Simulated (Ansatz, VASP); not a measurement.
## SrAl3O2: VASP beside Ansatz

```
Sr Al O
1.0
     6.22205    0.00000    0.00000
    -3.11103    5.38845    0.00000
     0.00000    0.00000    3.10259
Sr Al O
1 3 2
Cartesian
  0.0000 0.0000 1.5513
  3.1110 0.0000 1.5513
  -1.5555 2.6942 1.5513
  1.5555 2.6942 1.5513
  0.0000 3.5923 0.0000
  3.1110 1.7962 0.0000
```

Alike in both runs: functional PBE; k mesh 6 × 6 × 12; occupations gaussian, width 0.1 eV; no spin polarisation.

Ansatz relaxed the structure, and its values are those at the end. VASP's run is a single point on that final structure, the one shown.

|  | VASP | Ansatz |
| --- | --- | --- |
| version | VASP 6.6.1 | Ansatz 0.2.0 |
| potentials or method | VASP PAW PBE potentials, release 64 (Sr_sv, Al, O), cutoff 520 eV | scalar-relativistic, plane waves, PAW |
| valence electrons in the cell | 31 | 31 |

|  | VASP | Ansatz | Ansatz less VASP |
| --- | --- | --- | --- |
| gap on the k mesh at the Fermi level (eV) | none | none | - |
| pressure (GPa) | 0.0 | 0.0 | 0.00 |

A gap of «none» marks a metal or a gap that the smearing closes.
